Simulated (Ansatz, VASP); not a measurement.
**SiC in VASP and in Ansatz**

Contents of POSCAR:

```
SiC
1.0
    0.0000000000      2.0237327315      2.0237327315
    2.0237327315      0.0000000000      2.0237327315
    2.0237327315      2.0237327315      0.0000000000
Si C
1 1
Direct
    0.0000000000      0.0000000000      0.0000000000
    0.2500000000      0.2500000000      0.2500000000
```

File INCAR.step1:

```
ALGO = Normal
EDIFF = 1E-5
ENCUT = 520
GGA = PE
ISIF = 2
ISMEAR = 0
LASPH = T
LREAL = F
LWAVE = T
NBANDS = 11
NELM = 60
PREC = Accurate
SIGMA = 0.01
```

Contents of INCAR.step2:

```
AEXX = 0.25
ALGO = Normal
EDIFF = 1E-6
ENCUT = 520
GGA = PE
ISIF = 2
ISMEAR = 0
ISTART = 1
LASPH = T
LCHARG = T
LELF = T
LHFCALC = T
LREAL = F
LVHAR = T
LWAVE = F
NBANDS = 11
NELM = 60
PREC = Accurate
PRECFOCK = Normal
SIGMA = 0.01
```

Contents of KPOINTS:

```
k-points
0
Gamma
  6 6 6
```

Input for Ansatz:

```yaml
crystal:
  lattice:
    - [0.0, 2.0237327315, 2.0237327315]
    - [2.0237327315, 0.0, 2.0237327315]
    - [2.0237327315, 2.0237327315, 0.0]
  atoms:
    - { symbol: Si, position: [0.0, 0.0, 0.0] }
    - { symbol: C, position: [0.25, 0.25, 0.25] }
scf:
  occupations: { method: fixed }
output:
  forces: true
  stress: true
  eigenvalues: true
  write_density: true
  write_potential: true
  elf: true
  volumetric_format: npy
hamiltonian:
  xc: pbe0
basis:
  ecutwfc: 560
kpoints:
  mp_grid: { grid: [6, 6, 6] }
```

Alike in both runs: task single point; functional PBE0; k mesh 6 × 6 × 6; no spin polarisation.

|  | VASP | Ansatz |
| --- | --- | --- |
| version | VASP 6.6.1 | Ansatz 0.2.0 |
| potentials or method | VASP PAW PBE potentials, release 64 (Si, C), cutoff 520 eV | scalar-relativistic, plane waves, PAW |
| occupations | gaussian, width 0.01 eV | fixed |
| valence electrons in the cell | 8 | 8 |

```csv
,VASP,Ansatz,Ansatz less VASP
gap on the k mesh at the Fermi level (eV),2.83,2.80,-0.030
least direct gap on the mesh (eV),6.77,6.74,-0.035
```

Ansatz's warnings: stress exchange threshold loose, stress scf threshold loose.

The k mesh is coarse, so the values compare programs but aren't converged.
